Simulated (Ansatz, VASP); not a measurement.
# One calculation of Ti, two programs

```
Ti
1.0
     0.00000    2.02961    2.02961
     2.02961    0.00000    2.02961
     2.02961    2.02961    0.00000
Ti
1
Direct
  0.00000 0.00000 0.00000
```

Alike in both runs: task single point; functional LDA; k mesh 16 × 16 × 16; occupations fermi-dirac, width 0.1 eV; no spin polarisation.

|  | VASP | Ansatz |
| --- | --- | --- |
| version | VASP 6.6.1 | Ansatz 0.2.0 |
| potentials or method | VASP PAW LDA potentials, release 64 (Ti_sv), cutoff 520 eV | all-electron PAW with datasets made for the crystal, scalar-relativistic |

VASP gave:

* gap on the k mesh at the Fermi level (eV): none
* pressure (GPa): -4.7

Question: Estimate Ansatz's values.

Answer: gap on the k mesh at the Fermi level (eV): none; pressure (GPa): -4.6.

LDA's correlation is that of Perdew and Zunger in VASP and of Perdew and Wang (1992) in Ansatz. A gap of «none» marks a metal or a gap that the smearing closes. Ansatz ran all-electron here, and VASP with PAW potentials.
